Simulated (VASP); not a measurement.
Here is a VASP 6.6.1 calculation.

File INCAR:

```
  ALGO = Normal
  EDIFF = 1E-6
  ENCUT = 500
  GGA = PE
  GGA_COMPAT = False
  ISIF = 2
  ISMEAR = -1
  LASPH = True
  LCHARG = False
  LNONCOLLINEAR = True
  LORBIT = 11
  LORBMOM = True
  LREAL = False
  LSORBIT = True
  LWAVE = False
  MAGMOM = 0 0 0 0 0 0
  NBANDS = 28
  NELM = 200
  PREC = Accurate
  SIGMA = 0.02
```

Contents of KPOINTS:

```
k-points
0
Gamma
  7 7 7
```

File POSCAR:

```
CaSe
1.0
    0.0000000000      2.9560000000      2.9560000000
    2.9560000000      0.0000000000      2.9560000000
    2.9560000000      2.9560000000      0.0000000000
Ca Se
1 1
Direct
    0.0000000000      0.0000000000      0.0000000000
    0.5000000000      0.5000000000      0.5000000000
```

Potentials or basis: VASP PAW PBE potentials, release 64 (Ca_sv, Se).

Command:

```bash
$ cat potpaw_PBE.64/Ca_sv/POTCAR potpaw_PBE.64/Se/POTCAR > POTCAR
$ mpirun -np 1 vasp_ncl > vasp.out
```

**Question.** Predict the net moment.

**Answer.** 0.00 μB per cell.

**Question.** Estimate the pressure.

**Answer.** 1.4 GPa.

Moments on the atoms (μB; x, y, z):
```
Ca  0.00 0.00 0.00
Se  0.00 0.00 0.00
```
